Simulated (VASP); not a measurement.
Set up this calculation in VASP 6.6.1, as the native input.

| Quantity | Value |
| --- | --- |
| Task | single point |
| Functional | PBE |
| Potentials or basis | VASP PAW PBE potentials, release 64 (Si, O) |
| Cutoff | 520 eV |
| k mesh | 6 × 6 × 6 |
| Occupations | gaussian, width 0.05 eV |
| Spin | no spin polarisation |
| Dipole correction | no |
| Further INCAR settings | ALGO = Normal; EDIFF = 1e-06; NBANDS = 25 |

The structure of SiO2 lies in POSCAR:

```
SiO2
1.0
   -2.3877008061      2.3877008061      3.8738602040
    2.3877008061     -2.3877008061      3.8738602040
    2.3877008061      2.3877008061     -3.8738602040
Si O
2 4
Direct
    0.0000000000      0.0000000000      0.0000000000
    0.7500000000      0.2500000000      0.5000000000
    0.9670112602      0.6250000000      0.8420112602
    0.3750000000      0.2170112602      0.3420112602
    0.7829887398      0.1250000000      0.1579887398
    0.8750000000      0.0329887398      0.6579887398
```

This cell differs from its parent crystal: strain -0.050 along x and y, +0.050 along z.

One way to write it, as run:

INCAR

```
SYSTEM = SiO2
ALGO     = Normal         ! electronic algorithm
EDIFF    = 1E-6           ! SCF threshold, eV
ENCUT    = 520            ! plane-wave cutoff, eV
GGA      = PE             ! functional
ISIF     = 2              ! what is computed and relaxed
ISMEAR   = 0              ! smearing method
LASPH    = .TRUE.         ! aspherical terms in the spheres
LCHARG   = .TRUE.         ! write CHGCAR
LELF     = .TRUE.         ! ELF
LREAL    = .FALSE.        ! projectors in reciprocal space
LVHAR    = .TRUE.       
LWAVE    = .FALSE.        ! write WAVECAR
NBANDS   = 25             ! bands
NELM     = 100            ! most SCF steps
PREC     = Accurate       ! precision mode
SIGMA    = 0.05           ! smearing width, eV
```

KPOINTS

```
k-points
0
G
  6 6 6
  0 0 0
```

Potentials or basis: VASP PAW PBE potentials, release 64 (Si, O).

Launch:

```bash
$ cat potpaw_PBE.64/Si/POTCAR potpaw_PBE.64/O/POTCAR > POTCAR
$ mpirun -np 1 vasp_std > vasp.out
```

Results of the run:

* Pressure: 8.6 GPa
* Largest force: 0.654 eV/Å
* Band gap on the k mesh: 5.85 eV, direct

Caveat: the cell differs from its parent crystal (strain -0.050 along x and y, +0.050 along z).

Wall time 46 s on 1 thread of AMD EPYC 9R45 96-Core Processor (Zen 5), on a shared host, peak memory 0.21 GiB.
